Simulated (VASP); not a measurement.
# W (Im-3m) in VASP: a series of runs, part 2 of 2

VASP 6.6.1. Earlier steps stand in the parts before.

## Step 3: Relaxation of cell and atoms, PBE

INCAR

```
SYSTEM = W
PREC = Accurate
ENCUT = 500
EDIFF = 1E-7
ISMEAR = 0
SIGMA = 0.1
LREAL = .False.
LASPH = .True.
NELM = 120
ALGO = Normal
ISIF = 3
LWAVE = .False.
LCHARG = .False.
GGA = PE
IBRION = 2
NSW = 100
EDIFFG = -0.05
GGA_COMPAT = .False.
NELMIN = 4
```

KPOINTS

```
Automatic mesh
0
Gamma
  8 8 8
  0 0 0
```

POSCAR

```
W
1.0
   -1.5750000000      1.5750000000      1.5750000000
    1.5750000000     -1.5750000000      1.5750000000
    1.5750000000      1.5750000000     -1.5750000000
W
1
Direct
    0.0000000000      0.0000000000      0.0000000000
```

Potentials or basis: VASP PAW PBE potentials, release 64 (W_sv).

Run with:

```console
$ cat potpaw_PBE.64/W_sv/POTCAR > POTCAR
$ mpirun -np 1 vasp_std > vasp.out
```

OUTCAR:

```text
SYSTEM = W
   PREC = Accurate
   ENCUT = 500
   EDIFF = 1E-7
   ISMEAR = 0
   LREAL = .False.
   LASPH = .True.
   NELM = 120
   ISIF = 3
   GGA = PE
   IBRION = 2
   NSW = 100
   EDIFFG = -0.05
   NELMIN = 4

 ion  position               nearest neighbor table
   1  0.000  0.000  0.000-

  LATTYP: Found a body centered cubic cell.
 ALAT       =     3.1500000000

  Lattice vectors:

 A1 = (  -1.5750000000,   1.5750000000,   1.5750000000)
 A2 = (   1.5750000000,  -1.5750000000,   1.5750000000)
 A3 = (   1.5750000000,   1.5750000000,  -1.5750000000)

Analysis of symmetry for initial positions (statically):
=====================================================================
 Subroutine PRICEL returns:
 Original cell was already a primitive cell.

 Routine SETGRP: Setting up the symmetry group for a
 body centered cubic supercell.

 Subroutine GETGRP returns: Found 48 space group operations
 (whereof 48 operations were pure point group operations)
 out of a pool of 48 trial point group operations.

The static configuration has the point symmetry O_h .

Analysis of symmetry for dynamics (positions and initial velocities):
=====================================================================
 Subroutine PRICEL returns:
 Original cell was already a primitive cell.

 Routine SETGRP: Setting up the symmetry group for a
 body centered cubic supercell.

 Subroutine GETGRP returns: Found 48 space group operations
 (whereof 48 operations were pure point group operations)
 out of a pool of 48 trial point group operations.

The dynamic configuration has the point symmetry O_h .

 Subroutine INISYM returns: Found 48 space group operations
 (whereof 48 operations are pure point group operations),
 and found     1 'primitive' translations

----------------------------------------------------------------------------------------

                                     Primitive cell

  volume of cell :      15.6279

  direct lattice vectors                    reciprocal lattice vectors
    -1.575000000  1.575000000  1.575000000     0.000000000  0.317460317  0.317460317
     1.575000000 -1.575000000  1.575000000     0.317460317  0.000000000  0.317460317
     1.575000000  1.575000000 -1.575000000     0.317460317  0.317460317  0.000000000

  length of vectors
     2.727980022  2.727980022  2.727980022     0.448956686  0.448956686  0.448956686

  position of ions in fractional coordinates (direct lattice)
     0.000000000  0.000000000  0.000000000

  ion indices of the primitive-cell ions
   primitive index   ion index
                 1           1

----------------------------------------------------------------------------------------

 KPOINTS: Automatic mesh

Automatic generation of k-mesh.
 Grid dimensions read from file:
 generate k-points for:    8    8    8

 Generating k-lattice:

  Cartesian coordinates                     Fractional coordinates (reciprocal lattice)
     0.000000000  0.039682540  0.039682540     0.125000000  0.000000000  0.000000000
     0.039682540  0.000000000  0.039682540     0.000000000  0.125000000  0.000000000
     0.039682540  0.039682540  0.000000000     0.000000000  0.000000000  0.125000000

  Length of vectors
     0.056119586  0.056119586  0.056119586

  Shift w.r.t. Gamma in fractional coordinates (k-lattice)
[... 35 lines left out ...]
   number of dos      NEDOS =    301   number of ions     NIONS =      1
   total plane-waves  NPLWV =   8000
   dimension x,y,z NGX =    20 NGY =   20 NGZ =   20
   dimension x,y,z NGXF=    40 NGYF=   40 NGZF=   40
   ions per type =               1
   NGX,Y,Z   is equivalent  to a cutoff of  12.19, 12.19, 12.19 a.u.
   NGXF,Y,Z  is equivalent  to a cutoff of  24.38, 24.38, 24.38 a.u.
 SYSTEM =  W
   PREC   = accura    normal or accurate (medium, high low for compatibility)
   ISTART =      0    job   : 0-new  1-cont  2-samecut
   ICHARG =      2    charge: 1-file 2-atom 10-const
   ISPIN  =      1    spin polarized calculation?
   LNONCOLLINEAR =      F non collinear calculations
   LSORBIT =      F    spin-orbit coupling
   LASPH  =      T    aspherical Exc in radial PAW
   ENCUT  =  500.0 eV  36.75 Ry    6.06 a.u.   4.97  4.97  4.97*2*pi/ulx,y,z
   NELM   =    120;   NELMIN=  4; NELMDL= -5     # of ELM steps
   EDIFF  = 0.1E-06   stopping-criterion for ELM
   LREAL  =      F    real-space projection
   EDIFFG = -.5E-01   stopping-criterion for IOM
   NSW    =    100    number of steps for IOM
   IBRION =      2    ionic relax: 0-MD 1-quasi-New 2-CG
   NFREE  =      1    steps in history (QN), initial steepest desc. (CG)
   ISIF   =      3    stress and relaxation
   ISYM   =      2    0-nonsym 1-usesym 2-fastsym
   POTIM  = 0.5000    time-step for ionic-motion
   TEBEG  =    0.0;   TEEND  =   0.0 temperature during run
   PSTRESS=    0.0 pullay stress
   NELECT =      14.0000    total number of electrons
   NUPDOWN=      -1.0000    fix difference up-down
   EMIN   =  10.00;   EMAX   =-10.00  energy-range for DOS
   EFERMI =   0.00;   METHOD = LEGACY
   ISMEAR =     0;   SIGMA  =   0.10  broadening in eV -4-tet -1-fermi 0-gaus
   EFERMI_NEDOS =   21; number of points for ismear=-14 and -15
   IALGO  =     38    algorithm
   IMIX   =      4    mixing-type and parameters
     AMIX     =   0.40;   BMIX     =  1.00
     AMIX_MAG =   1.60;   BMIX_MAG =  1.00
  volume/ion in A,a.u.               =      15.63       105.46
  Fermi-wavevector in a.u.,A,eV,Ry     =   1.578157  2.982285 33.886404  2.490580
  Thomas-Fermi vector in A             =   2.678731
   LORBIT       =      0    0 simple, 1 ext, 2 COOP (PROOUT), +10 PAW based schemes
   GGA     = PE    functional components
   LHFCALC =     F    Hartree Fock is set to
   AEXX    =    0.0000 exact exchange contribution
   IVDW    =     0    specifies the selected vdW correction
   LEPSILON=     F    determine dielectric tensor
   LRPA    =     F    only Hartree local field effects (RPA)
 conjugate gradient relaxation of ions
 non-spin polarized calculation
 Gauss-broadening in eV      SIGMA  =   0.10
  energy-cutoff  :      500.00
  volume of cell :       15.63
 maximum number of plane-waves:       420
   NGX =  9   NGY =  9   NGZ =  9

--------------------------------------- Ionic step        1  -------------------------------------------

 number of electron      14.0000005 magnetization

 Free energy of the ion-electron system (eV)
  ---------------------------------------------------
  ext. energy  EPLUGINS =         0.00000000
  ---------------------------------------------------
  free energy    TOTEN  =       -12.93663650 eV

  energy without entropy =      -12.93663516  energy(sigma->0) =      -12.93663583

------------------------ aborting loop because EDIFF is reached ----------------------------------------

  FORCE on cell =-STRESS in cart. coord.  units (eV):
  Direction    XX          YY          ZZ          XY          YZ          ZX
  --------------------------------------------------------------------------------------
  -------------------------------------------------------------------------------------
  Total        1.1192335      1.1192335      1.1192335      0.0000000      0.0000000      0.0000000
  in kB      114.7439079    114.7439079    114.7439079      0.0000000      0.0000000      0.0000000
  external PRESSURE =     114.7439079 kB  Pullay stress =       0.0000000 kB
[... 22 lines left out ...]
--------------------------------------- Ionic step        2  -------------------------------------------

 number of electron      14.0000005 magnetization

 E-fermi :   9.3197     XC(G=0): -12.8439

 val. band max:        9.0613126144   @ k =   0.1250   0.0000   0.0000
 cond. band min:       9.5657250297   @ k =   0.5000   0.5000   0.2500
 fundamental gap:      0.5044124153
 Fermi energy:         9.3196956831

 k-point     1 :       0.0000    0.0000    0.0000
  band No.  band energies     occupation
      1     -64.9060      2.00000
      2     -28.6330      2.00000
      3     -28.6330      2.00000
      4     -28.6330      2.00000
      5       0.6506      2.00000
      6       8.4654      2.00000
      7       8.4654      2.00000
      8       8.4654      2.00000
      9      11.4035      0.00000
     10      11.4035      0.00000
     11      23.6427      0.00000
[... 391 lines left out ...]
--------------------------------------- Ionic step        4  -------------------------------------------

 number of electron      14.0000000 magnetization

 Free energy of the ion-electron system (eV)
  ---------------------------------------------------
  ext. energy  EPLUGINS =         0.00000000
  ---------------------------------------------------
  free energy    TOTEN  =       -12.95566868 eV

  energy without entropy =      -12.95566703  energy(sigma->0) =      -12.95566786

 E-fermi :  10.9446     XC(G=0): -13.5252

 val. band max:       10.6626738398   @ k =   0.1250   0.0000   0.0000
 cond. band min:      11.2299303862   @ k =  -0.2500   0.2500   0.1250
 fundamental gap:      0.5672565464
 Fermi energy:        10.9446294477

 k-point     1 :       0.0000    0.0000    0.0000
  band No.  band energies     occupation
      1     -63.0560      2.00000
      2     -26.6472      2.00000
      3     -26.6472      2.00000
      4     -26.6472      2.00000
      5       1.6269      2.00000
      6       9.9592      2.00000
      7       9.9592      2.00000
      8       9.9592      2.00000
      9      13.3658      0.00000
     10      13.3658      0.00000
     11      25.6204      0.00000
[... 350 lines left out ...]
  FREE ENERGIE OF THE ION-ELECTRON SYSTEM (eV)
  ---------------------------------------------------
  free  energy   TOTEN  =       -12.9556686759 eV

  energy  without entropy=      -12.9556670343  energy(sigma->0) =      -12.95566786

 reached required accuracy - stopping structural energy minimisation
```

CONTCAR:

```text
W
   1.00000000000000
    -1.5932681050932203    1.5932681050932203    1.5932681050932203
     1.5932681050932203   -1.5932681050932203    1.5932681050932203
     1.5932681050932203    1.5932681050932203   -1.5932681050932203
  W
     1
Direct
     0.0000000000000000    0.0000000000000000    0.0000000000000000

  0.00000000E+00  0.00000000E+00  0.00000000E+00
```

Run time: 25 s. Hardware: 1 thread of Intel Xeon 8259CL, shared host; peak memory 0.13 GiB.

Results:

```
Free energy                            : -12.9557 eV
Relaxed volume                         : 16.18 Å³/atom
Relaxed cell                           : a = 2.760 Å, b = 2.760 Å, c = 2.760 Å, α = 109.47°, β = 109.47°, γ = 109.47°
Space group after relaxing (to 0.05 Å) : Im-3m (No. 229)
Energy gained by relaxing              : 19.0 meV/atom
Ionic steps                            : 4
Pressure after relaxing                : 0.0 GPa
Band gap on the k mesh                 : zero (band 7 reaches 16.17 eV, above the bottom of band 8 at 9.96 eV)
```

Step by step:
| step | energy change (eV) | largest force (eV/Å) | pressure (GPa) | volume (Å³) |
| --- | --- | --- | --- | --- |
| 1 | 0.0000 | 0.0000 | 11.47 | 15.63 |
| 2 | 0.1958 | 0.0000 | -29.04 | 18.30 |
| 3 | -0.0190 | 0.0000 | -0.59 | 16.21 |
| 4 | -0.0190 | 0.0000 | -0.03 | 16.18 |

Final structure:
```
W
1.0
    -1.59327    1.59327    1.59327
     1.59327   -1.59327    1.59327
     1.59327    1.59327   -1.59327
W
1
Direct
  0.00000 0.00000 0.00000
```

Caveat: spin-orbit coupling is left out, which moves the levels of the heavy elements.
